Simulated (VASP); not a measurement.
Wanted: the native input for a VASP 6.6.1 run.

```yaml
Task: single point
Functional: PBE
Potentials_or_basis: VASP PAW PBE potentials, release 64 (Al, Pt)
Cutoff: 520 eV
k_mesh: 3 × 3 × 4
Occupations: gaussian, width 0.1 eV
Spin: no spin polarisation
Dipole_correction: no
Further_INCAR_settings: LREAL = Auto; ALGO = Normal; EDIFF = 1e-06; NBANDS = 110
```

The structure of AlPt2 lies in POSCAR:

```
AlPt2
1.0
    7.5445210000      0.8854220000     -0.1118650000
    0.9480580000      7.1591920000     -0.6786930000
   -0.1255620000     -0.6362120000      7.2036390000
Al Pt
8 16
Direct
    0.8411194676      0.3474136485      0.2613397997
    0.2203775589      0.1040981231      0.1507067165
    0.0172903512      0.6882525400      0.0935222081
    0.4508556477      0.3931272204      0.6375624525
    0.8558785804      0.6682092632      0.6088648387
    0.4547663840      0.8302080025      0.7643751107
    0.0392707781      0.0291492500      0.6975144324
    0.1898175937      0.6884788261      0.4318006102
    0.9841526564      0.3271526724      0.9609924571
    0.5812201705      0.1649625115      0.2939550923
    0.7961851728      0.3431788978      0.6176075853
    0.3462354074      0.9651935496      0.4562448933
    0.3798395312      0.7586309810      0.0848766771
    0.1717117309      0.6764477120      0.7727393957
    0.3160542095      0.1790422894      0.8095439755
    0.5332196341      0.5592810573      0.3862490086
    0.7319164937      0.7816545655      0.2954092963
    0.1288636618      0.3619990640      0.4839869090
    0.7183379436      0.6483508687      0.9192840898
    0.6667392522      0.0198158164      0.6352666021
    0.9832318109      0.0021140604      0.3440883789
    0.8557768400      0.9824034672      0.9665886495
    0.6015423713      0.3315923334      0.9645385619
    0.2811655820      0.4253488161      0.1562907758
```

These files were run (other wordings do the same):

INCAR

```
SYSTEM = AlPt2
ALGO = Normal ; EDIFF = 1E-6
ENCUT = 520 ; GGA = PE
ISIF = 2 ; ISMEAR = 0
LASPH = .TRUE. ; LCHARG = .FALSE.
LREAL = Auto ; LUSENCCL = .FALSE.
LWAVE = .FALSE. ; NBANDS = 110
NELM = 80 ; PREC = Accurate
SIGMA = 0.1
```

KPOINTS

```
k-points
0
G
  3 3 4
  0 0 0
```

Potentials or basis: VASP PAW PBE potentials, release 64 (Al, Pt).

The run is started by

```bash
$ cat potpaw_PBE.64/Al/POTCAR potpaw_PBE.64/Pt/POTCAR > POTCAR
$ mpirun -np 1 vasp_std > vasp.out
```

It gave:

The pressure is -0.2 GPa and the largest force is 0.432 eV/Å. The band gap on the k mesh is zero (bands 92 and 93 overlap by 0.22 eV).

Caveat: the atoms stand as in a frame of molecular dynamics; spin-orbit coupling is left out, which moves the levels of the heavy elements.

Run time: 2.2 min on 1 × NVIDIA H100 80GB with 1 thread of AMD EPYC 7R13 Processor (Zen 3) (shared host), peak memory 1.8 GiB.
